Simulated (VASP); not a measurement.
ZnSe (Stilleite), 2 atoms in the cell. The structure is cubic, space group F-43m (No. 216). The conventional cell has a = 5.552 Å, b = 5.552 Å, c = 5.552 Å, α = 90.00°, β = 90.00°, γ = 90.00°. Se (site symmetry -43m) has 4 Zn at 2.40 Å within 3.2 Å. Within 3.2 Å of Zn (site symmetry -43m) lie 4 Se at 2.40 Å.  This cell differs from its parent crystal: volume scaled by 0.94.

- Program: VASP 6.6.1
- Task: single point
- Functional: LDA
- Potentials or basis: VASP PAW LDA potentials, release 64 (Se, Zn)
- Cutoff: 520 eV
- k mesh: 8 × 8 × 8
- Occupations: fermi-dirac, width 0.05 eV
- Spin: no spin polarisation
- Dipole correction: no
- Further INCAR settings: ALGO = Normal; EDIFF = 1e-07; NBANDS = 16

Potentials or basis: VASP PAW LDA potentials, release 64 (Se, Zn).

Run with:

```console
$ cat potpaw_LDA.64/Se/POTCAR potpaw_LDA.64/Zn/POTCAR > POTCAR
$ mpirun -np 1 vasp_std > vasp.out
```

Hardware: 1 thread of Intel Xeon 8259CL (shared host).

Problem. Estimate the wall time of this run.

Solution. It took 25 s on 1 thread of Intel Xeon 8259CL, with other jobs on the host, peak memory 0.16 GiB. Counts: scf iterations 13, k points 29.
